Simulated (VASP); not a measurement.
# Al (P6_3/mmc) in VASP: further runs, part 2 of 2

VASP 6.6.1. The steps go on from the part before.

### Step 3. Single point, PBEsol

This run uses another cell than the first one, of 16.41 Å³/atom, 0.994 times its volume.

INCAR reads:

```
ALGO = Normal
EDIFF = 1E-6
ENCUT = 520
GGA = PS
ISIF = 2
ISMEAR = 0
LASPH = T
LCHARG = T
LELF = T
LREAL = F
LVHAR = T
LWAVE = F
NBANDS = 10
NELM = 80
PREC = Accurate
SIGMA = 0.15
```

KPOINTS reads:

```
k-points
0
Gamma
  18 18 10
```

POSCAR reads:

```
Al
1.0
    2.9295000000      0.0000000000      0.0000000000
   -1.4647500000      2.5370214204      0.0000000000
    0.0000000000      0.0000000000      4.4157000000
Al
2
Direct
    0.6666666667      0.3333333333      0.7500000000
    0.3333333333      0.6666666667      0.2500000000
```

Potentials or basis: VASP PAW PBE potentials, release 64 (Al).

The run is started by

```bash
cat potpaw_PBE.64/Al/POTCAR > POTCAR
mpirun -np 1 vasp_std > vasp.out
```

OUTCAR:

```text
EDIFF = 1E-6
   ENCUT = 520
   GGA = PS
   ISIF = 2
   ISMEAR = 0
   LASPH = T
   LREAL = F
   NELM = 80
   PREC = Accurate

 ion  position               nearest neighbor table
   1  0.667  0.333  0.750-   2 2.78   2 2.78   2 2.78   2 2.78   2 2.78   2 2.78
   2  0.333  0.667  0.250-   1 2.78   1 2.78   1 2.78   1 2.78   1 2.78   1 2.78

  LATTYP: Found a hexagonal cell.
 ALAT       =     2.9295000000
 C/A-ratio  =     1.5073220686

  Lattice vectors:

[... 500 lines left out ...]
 [... further k-points ...]

------------------------ aborting loop because EDIFF is reached ----------------------------------------

  FORCE on cell =-STRESS in cart. coord.  units (eV):
  Direction    XX          YY          ZZ          XY          YZ          ZX
  --------------------------------------------------------------------------------------
  -------------------------------------------------------------------------------------
  Total       -0.3764183     -0.3764183      0.9085129      0.0000000      0.0000000      0.0000000
  in kB      -18.3765578    -18.3765578     44.3531524      0.0000000      0.0000000      0.0000000
  external PRESSURE =       2.5333456 kB  Pullay stress =       0.0000000 kB

 VOLUME and BASIS-vectors are now :
 -----------------------------------------------------------------------------
  energy-cutoff  :      520.00
  volume of cell :       32.82
      direct lattice vectors                 reciprocal lattice vectors
     2.929500000  0.000000000  0.000000000     0.341355180  0.197081505  0.000000000
    -1.464750000  2.537021420  0.000000000     0.000000000  0.394163010  0.000000000
     0.000000000  0.000000000  4.415700000     0.000000000  0.000000000  0.226464660

 POSITION                                       TOTAL-FORCE (eV/Angst)
 -----------------------------------------------------------------------------------
      1.46475      0.84567      3.31177        -0.000000      0.000000      0.000000
     -0.00000      1.69135      1.10393         0.000000     -0.000000      0.000000
 -----------------------------------------------------------------------------------
    total drift:                               -0.000000      0.000000     -0.000000

  FREE ENERGIE OF THE ION-ELECTRON SYSTEM (eV)
  ---------------------------------------------------
  free  energy   TOTEN  =        -8.0842397130 eV

  energy  without entropy=       -8.0745858749  energy(sigma->0) =       -8.07941279
```

OSZICAR:

```text
N       E                     dE             d eps       ncg     rms          rms(c)
DAV:   1    -0.844707972745E+00   -0.84471E+00   -0.23018E+03  4440   0.473E+02
DAV:   2    -0.799502347193E+01   -0.71503E+01   -0.68695E+01  5976   0.537E+01
DAV:   3    -0.814467771827E+01   -0.14965E+00   -0.14899E+00  5822   0.636E+00
DAV:   4    -0.814527605700E+01   -0.59834E-03   -0.59829E-03  5406   0.451E-01
DAV:   5    -0.814528049711E+01   -0.44401E-05   -0.44400E-05  5396   0.387E-02    0.198E+00
DAV:   6    -0.810855770088E+01    0.36723E-01   -0.46948E-03  5050   0.322E-01    0.112E+00
DAV:   7    -0.808438166947E+01    0.24176E-01   -0.11853E-02  4770   0.495E-01    0.200E-01
DAV:   8    -0.808424227875E+01    0.13939E-03   -0.15214E-04  6144   0.693E-02    0.195E-02
DAV:   9    -0.808424031876E+01    0.19600E-05   -0.16273E-06  5148   0.706E-03    0.271E-03
DAV:  10    -0.808423971304E+01    0.60572E-06   -0.11492E-07  2914   0.151E-03
   1 F= -.80842397E+01 E0= -.80794128E+01  d E =-.965384E-02
```

stdout:

```text
POSCAR found type information on POSCAR Al
 POSCAR found :  1 types and       2 ions
 scaLAPACK will be used
 -----------------------------------------------------------------------------
|                                                                             |
|                                                                             |
|     You enforced a specific xc type in the INCAR file but a different       |
|     I HOPE YOU KNOW WHAT YOU ARE DOING!                                     |
|                                                                             |
 -----------------------------------------------------------------------------

 LDA part: xc-table for (Slater+PW92), standard interpolation
 POSCAR, INCAR and KPOINTS ok, starting setup
 FFT: planning ... GRIDC
 FFT: planning ... GRID_SOFT
 FFT: planning ... GRID
 WAVECAR not read
 entering main loop
```

Run time: 15 s. Hardware: 1 thread of Intel Xeon 6975P-C (Granite Rapids), shared host; peak memory 0.19 GiB.

Results:

| Quantity | Value |
| --- | --- |
| Free energy | -8.0842 eV |
| Pressure | 0.3 GPa |
| Band gap on the k mesh | zero (band 3 reaches 13.30 eV, above the bottom of band 4 at 4.65 eV) |

Levels at points of the mesh, in eV from the Fermi level:
```
           k point  band 1  band 2  band 3  band 4  band 5  band 6  band 7
(0.00, 0.00, 0.00)  -11.16   -4.12   -3.37    9.31    9.31    9.99    9.99
(0.50, 0.00, 0.00)   -5.70   -5.37    0.71    1.68    1.93    2.34    4.68
(0.00, 0.00, 0.50)   -9.28   -9.28    5.03    5.03   10.80   10.80   10.80
(0.50, 0.00, 0.50)   -4.05   -4.05   -3.34   -3.34    6.30    6.30    7.51
```

Caveat: the PAW data sets were made with another functional, which shifts forces and pressure a little.
